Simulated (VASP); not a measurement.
# ZnCd2S3 (P6_3mc) in VASP: single point with PBE

Aim: the single point of ZnCd2S3 with PBE.

Everything below comes from runs of VASP 6.6.1. Logs are shortened: lines on timing, memory, paths and dates and some standing lists are left out, and cuts for length are marked.

**1. The cell of the first run**

Symmetry: P6_3mc, No. 186, hexagonal system. The conventional cell has a = 4.068 Å, b = 4.068 Å, c = 20.103 Å, α = 90.00°, β = 90.00°, γ = 120.00°. Within 3.1 Å of Zn (site symmetry 3m) lie 4 S at 2.35 to 2.45 Å. Within 3.3 Å of Cd (site symmetry 3m) lie 4 S at 2.53 to 2.55 Å. Cd (site symmetry 3m) has 4 S at 2.54 to 2.56 Å within 3.3 Å. S (site symmetry 3m) has 4 Cd at 2.54 to 2.55 Å within 3.3 Å. S (site symmetry 3m) has 3 Zn at 2.45 Å and 1 Cd at 2.56 Å within 3.2 Å. S (site symmetry 3m) has 1 Zn at 2.35 Å and 3 Cd at 2.53 Å within 3.1 Å.

**2. Single point, PBE**

The input, INCAR:

```
SYSTEM = ZnCd2S3
PREC = Accurate
ENCUT = 500
EDIFF = 1E-6
ISMEAR = 0
SIGMA = 0.02
LREAL = .FALSE.
LASPH = .TRUE.
NELM = 120
ALGO = Normal
ISIF = 2
LWAVE = .FALSE.
LCHARG = .FALSE.
GGA = PE
NBANDS = 66
GGA_COMPAT = .FALSE.
```

The input, KPOINTS:

```
Automatic mesh
0
G
  12 12 2
  0 0 0
```

The input, POSCAR:

```
ZnCd2S3
1.0
    4.0679742005      0.0000000000      0.0000000000
   -2.0339871002      3.5229689996      0.0000000000
    0.0000000000      0.0000000000     20.1030637000
Zn Cd S
2 4 6
Direct
    0.6666666667      0.3333333333      0.3332470000
    0.3333333333      0.6666666667      0.8332470000
    0.0000000000      0.0000000000      0.9971170000
    0.0000000000      0.0000000000      0.4971170000
    0.3333333333      0.6666666667      0.1716350000
    0.6666666667      0.3333333333      0.6716350000
    0.0000000000      0.0000000000      0.1239720000
    0.0000000000      0.0000000000      0.6239720000
    0.3333333333      0.6666666667      0.2989790000
    0.6666666667      0.3333333333      0.7989790000
    0.6666666667      0.3333333333      0.4500500000
    0.3333333333      0.6666666667      0.9500500000
```

Potentials or basis: VASP PAW PBE potentials, release 64 (Zn, Cd, S).

Run with:

```bash
> cat potpaw_PBE.64/Zn/POTCAR potpaw_PBE.64/Cd/POTCAR potpaw_PBE.64/S/POTCAR > POTCAR
> mpirun -np 1 vasp_std > vasp.out
```

OUTCAR:

```text
SYSTEM = ZnCd2S3
   PREC = Accurate
   ENCUT = 500
   EDIFF = 1E-6
   ISMEAR = 0
   LREAL = .FALSE.
   LASPH = .TRUE.
   NELM = 120
   ISIF = 2
   GGA = PE

 ion  position               nearest neighbor table
   1  0.667  0.333  0.333-  11 2.35   9 2.45   9 2.45   9 2.45
   2  0.333  0.667  0.833-  12 2.35  10 2.45  10 2.45  10 2.45
   3  0.000  0.000  0.997-  12 2.53  12 2.53  12 2.53   7 2.55
   4  0.000  0.000  0.497-  11 2.53  11 2.53  11 2.53   8 2.55
   5  0.333  0.667  0.172-   7 2.54   7 2.54   7 2.54   9 2.56
   6  0.667  0.333  0.672-   8 2.54   8 2.54   8 2.54  10 2.56
   7  0.000  0.000  0.124-   5 2.54   5 2.54   5 2.54   3 2.55
   8  0.000  0.000  0.624-   6 2.54   6 2.54   6 2.54   4 2.55
   9  0.333  0.667  0.299-   1 2.45   1 2.45   1 2.45   5 2.56
  10  0.667  0.333  0.799-   2 2.45   2 2.45   2 2.45   6 2.56
  11  0.667  0.333  0.450-   1 2.35   4 2.53   4 2.53   4 2.53
  12  0.333  0.667  0.950-   2 2.35   3 2.53   3 2.53   3 2.53

  LATTYP: Found a hexagonal cell.
 ALAT       =     4.0679742005
 C/A-ratio  =     4.9417874129

  Lattice vectors:

 A1 = (   4.0679742005,   0.0000000000,   0.0000000000)
 A2 = (  -2.0339871002,   3.5229689996,   0.0000000000)
 A3 = (   0.0000000000,   0.0000000000,  20.1030637000)

Analysis of symmetry for initial positions (statically):
=====================================================================
 Subroutine PRICEL returns:
 Original cell was already a primitive cell.

 Routine SETGRP: Setting up the symmetry group for a
 hexagonal supercell.

 Subroutine GETGRP returns: Found 12 space group operations
 (whereof  6 operations were pure point group operations)
 out of a pool of 24 trial point group operations.

The static configuration has the point symmetry C_3v.
 The point group associated with its full space group is C_6v.

Analysis of symmetry for dynamics (positions and initial velocities):
=====================================================================
 Subroutine PRICEL returns:
 Original cell was already a primitive cell.

 Routine SETGRP: Setting up the symmetry group for a
 hexagonal supercell.

 Subroutine GETGRP returns: Found 12 space group operations
 (whereof  6 operations were pure point group operations)
 out of a pool of 24 trial point group operations.

The dynamic configuration has the point symmetry C_3v.
 The point group associated with its full space group is C_6v.

 Subroutine INISYM returns: Found 12 space group operations
 (whereof  6 operations are pure point group operations),
 and found     1 'primitive' translations

----------------------------------------------------------------------------------------

                                     Primitive cell

  volume of cell :     288.1040

  direct lattice vectors                    reciprocal lattice vectors
     4.067974201  0.000000000  0.000000000     0.245822601  0.141925745  0.000000000
    -2.033987100  3.522969000  0.000000000     0.000000000  0.283851490  0.000000000
     0.000000000  0.000000000 20.103063700     0.000000000  0.000000000  0.049743662

  length of vectors
     4.067974201  4.067974200 20.103063700     0.283851490  0.283851490  0.049743662

  position of ions in fractional coordinates (direct lattice)
     0.666666667  0.333333333  0.333247000
     0.333333333  0.666666667  0.833247000
     0.000000000  0.000000000  0.997117000
     0.000000000  0.000000000  0.497117000
     0.333333333  0.666666667  0.171635000
     0.666666667  0.333333333  0.671635000
     0.000000000  0.000000000  0.123972000
     0.000000000  0.000000000  0.623972000
     0.333333333  0.666666667  0.298979000
     0.666666667  0.333333333  0.798979000
     0.666666667  0.333333333  0.450050000
     0.333333333  0.666666667  0.950050000

  ion indices of the primitive-cell ions
   primitive index   ion index
                 1           1
                 2           2
                 3           3
                 4           4
                 5           5
                 6           6
                 7           7
                 8           8
                 9           9
                10          10
                11          11
                12          12

----------------------------------------------------------------------------------------

 KPOINTS: Automatic mesh

Automatic generation of k-mesh.
 Grid dimensions read from file:
 generate k-points for:   12   12    2

 Generating k-lattice:

  Cartesian coordinates                     Fractional coordinates (reciprocal lattice)
     0.020485217  0.011827145  0.000000000     0.083333333 -0.000000000  0.000000000
     0.000000000  0.023654291  0.000000000     0.000000000  0.083333333  0.000000000
     0.000000000  0.000000000  0.024871831     0.000000000  0.000000000  0.500000000

  Length of vectors
     0.023654291  0.023654291  0.024871831

  Shift w.r.t. Gamma in fractional coordinates (k-lattice)
     0.000000000  0.000000000  0.000000000

 Subroutine IBZKPT returns following result:
 ===========================================

 Found     38 irreducible k-points:

 Following reciprocal coordinates:
            Coordinates               Weight
  0.000000  0.000000  0.000000      1.000000
  0.083333 -0.000000  0.000000      6.000000
  0.166667 -0.000000  0.000000      6.000000
  0.250000  0.000000  0.000000      6.000000
  0.333333  0.000000  0.000000      6.000000
  0.416667  0.000000  0.000000      6.000000
[... 16 lines left out ...]
  0.250000  0.000000  0.500000      6.000000
  0.333333  0.000000  0.500000      6.000000
 [... further k-points ...]
   k-points           NKPTS =     38   k-points in BZ     NKDIM =     38   number of bands    NBANDS=     66
   number of dos      NEDOS =    301   number of ions     NIONS =     12
   total plane-waves  NPLWV = 135000
   dimension x,y,z NGX =    30 NGY =   30 NGZ =  150
   dimension x,y,z NGXF=    60 NGYF=   60 NGZF=  300
   ions per type =               2   4   6
   NGX,Y,Z   is equivalent  to a cutoff of  12.26, 12.26, 12.40 a.u.
   NGXF,Y,Z  is equivalent  to a cutoff of  24.52, 24.52, 24.81 a.u.
 SYSTEM =  ZnCd2S3
   PREC   = accura    normal or accurate (medium, high low for compatibility)
   ISTART =      0    job   : 0-new  1-cont  2-samecut
   ICHARG =      2    charge: 1-file 2-atom 10-const
   ISPIN  =      1    spin polarized calculation?
   LNONCOLLINEAR =      F non collinear calculations
   LSORBIT =      F    spin-orbit coupling
   LASPH  =      T    aspherical Exc in radial PAW
   ENCUT  =  500.0 eV  36.75 Ry    6.06 a.u.   7.42  7.42 36.65*2*pi/ulx,y,z
   NELM   =    120;   NELMIN=  2; NELMDL= -5     # of ELM steps
   EDIFF  = 0.1E-05   stopping-criterion for ELM
   LREAL  =      F    real-space projection
   EDIFFG = 0.1E-04   stopping-criterion for IOM
   NSW    =      0    number of steps for IOM
   IBRION =     -1    ionic relax: 0-MD 1-quasi-New 2-CG
   NFREE  =      0    steps in history (QN), initial steepest desc. (CG)
   ISIF   =      2    stress and relaxation
   ISYM   =      2    0-nonsym 1-usesym 2-fastsym
   POTIM  = 0.5000    time-step for ionic-motion
   TEBEG  =    0.0;   TEEND  =   0.0 temperature during run
   PSTRESS=    0.0 pullay stress
   NELECT =     108.0000    total number of electrons
   NUPDOWN=      -1.0000    fix difference up-down
   EMIN   =  10.00;   EMAX   =-10.00  energy-range for DOS
   EFERMI =   0.00;   METHOD = LEGACY
   ISMEAR =     0;   SIGMA  =   0.02  broadening in eV -4-tet -1-fermi 0-gaus
   EFERMI_NEDOS =   21; number of points for ismear=-14 and -15
   IALGO  =     38    algorithm
   IMIX   =      4    mixing-type and parameters
     AMIX     =   0.40;   BMIX     =  1.00
     AMIX_MAG =   1.60;   BMIX_MAG =  1.00
  volume/ion in A,a.u.               =      24.01       162.02
  Fermi-wavevector in a.u.,A,eV,Ry     =   1.180410  2.230652 18.957930  1.393369
  Thomas-Fermi vector in A             =   2.316703
   LORBIT       =      0    0 simple, 1 ext, 2 COOP (PROOUT), +10 PAW based schemes
   GGA     = PE    functional components
   LHFCALC =     F    Hartree Fock is set to
   AEXX    =    0.0000 exact exchange contribution
   IVDW    =     0    specifies the selected vdW correction
   LEPSILON=     F    determine dielectric tensor
   LRPA    =     F    only Hartree local field effects (RPA)
 non-spin polarized calculation
 Gauss-broadening in eV      SIGMA  =   0.02
  energy-cutoff  :      500.00
  volume of cell :      288.10
 maximum number of plane-waves:      7370
 NGX is ok and might be reduce to    30
   NGX = 15   NGY = 15   NGZ = 73

 number of electron     108.0000078 magnetization

 Free energy of the ion-electron system (eV)
  ---------------------------------------------------
  ext. energy  EPLUGINS =         0.00000000
  ---------------------------------------------------
  free energy    TOTEN  =       -37.96017467 eV

  energy without entropy =      -37.96017467  energy(sigma->0) =      -37.96017467

 E-fermi :   1.3977     XC(G=0):  -9.1205

 val. band max:        1.2764384697   @ k =   0.0000   0.0000   0.0000
 cond. band min:       2.4586373512   @ k =   0.0000   0.0000   0.0000
 fundamental gap:      1.1821988815
 Fermi energy:         1.3976954836

 k-point     1 :       0.0000    0.0000    0.0000
  band No.  band energies     occupation
      1     -11.1717      2.00000
      2     -11.1209      2.00000
      3     -10.9019      2.00000
      4     -10.7582      2.00000
      5     -10.6782      2.00000
      6     -10.5861      2.00000
[... 58 lines left out ...]
     65       7.6290      0.00000
     66       7.6360      0.00000

 k-point     2 :       0.0833   -0.0000    0.0000
  band No.  band energies     occupation
      1     -11.1413      2.00000
      2     -11.0918      2.00000
      3     -10.8788      2.00000
      4     -10.7401      2.00000
      5     -10.6613      2.00000
      6     -10.5730      2.00000
[... 1576 lines left out ...]
     65       7.9333      0.00000
     66       7.9333      0.00000

 [... further k-points ...]

------------------------ aborting loop because EDIFF is reached ----------------------------------------

  FORCE on cell =-STRESS in cart. coord.  units (eV):
  Direction    XX          YY          ZZ          XY          YZ          ZX
  --------------------------------------------------------------------------------------
  -------------------------------------------------------------------------------------
  Total        0.4644538      0.4644538      0.4734577      0.0000000     -0.0000000     -0.0000000
  in kB        2.5828779      2.5828779      2.6329495      0.0000000     -0.0000000     -0.0000000
  external PRESSURE =       2.5995684 kB  Pullay stress =       0.0000000 kB

 VOLUME and BASIS-vectors are now :
 -----------------------------------------------------------------------------
  energy-cutoff  :      500.00
  volume of cell :      288.10
      direct lattice vectors                 reciprocal lattice vectors
     4.067974201  0.000000000  0.000000000     0.245822601  0.141925745  0.000000000
    -2.033987100  3.522969000  0.000000000     0.000000000  0.283851490  0.000000000
     0.000000000  0.000000000 20.103063700     0.000000000  0.000000000  0.049743662

 POSITION                                       TOTAL-FORCE (eV/Angst)
 -----------------------------------------------------------------------------------
      2.03399      1.17432      6.69929         0.000000      0.000000     -0.006853
     -0.00000      2.34865     16.75082        -0.000000     -0.000000     -0.006853
      0.00000      0.00000     20.04511        -0.000000      0.000000      0.007991
      0.00000      0.00000      9.99357        -0.000000      0.000000      0.007991
     -0.00000      2.34865      3.45039        -0.000000      0.000000      0.010412
      2.03399      1.17432     13.50192         0.000000      0.000000      0.010412
      0.00000      0.00000      2.49222         0.000000      0.000000     -0.006575
      0.00000      0.00000     12.54375        -0.000000      0.000000     -0.006575
     -0.00000      2.34865      6.01039        -0.000000     -0.000000      0.016679
      2.03399      1.17432     16.06193         0.000000     -0.000000      0.016679
      2.03399      1.17432      9.04738         0.000000      0.000000     -0.021655
     -0.00000      2.34865     19.09892        -0.000000      0.000000     -0.021655
 -----------------------------------------------------------------------------------
    total drift:                               -0.000002     -0.000002      0.000719

  FREE ENERGIE OF THE ION-ELECTRON SYSTEM (eV)
  ---------------------------------------------------
  free  energy   TOTEN  =       -37.9601746679 eV

  energy  without entropy=      -37.9601746679  energy(sigma->0) =      -37.96017467
```

Wall time 9.8 min (1 thread of Intel Xeon Platinum 8488C (Sapphire Rapids), shared host); peak memory 0.69 GiB.

What came out:

```
Free energy            : -37.9602 eV
Pressure               : 0.3 GPa
Largest force          : 0.022 eV/Å
Band gap on the k mesh : 1.18 eV
```

Forces in eV/Å, atoms in the order of the input:
```
Zn   0.000  0.000 -0.007
Zn   0.000  0.000 -0.007
Cd   0.000  0.000  0.008
Cd   0.000  0.000  0.008
Cd   0.000  0.000  0.010
Cd   0.000  0.000  0.010
S    0.000  0.000 -0.007
S    0.000  0.000 -0.007
S    0.000  0.000  0.017
S    0.000  0.000  0.017
S    0.000  0.000 -0.022
S    0.000  0.000 -0.022
```

A k mesh can miss the band edges.
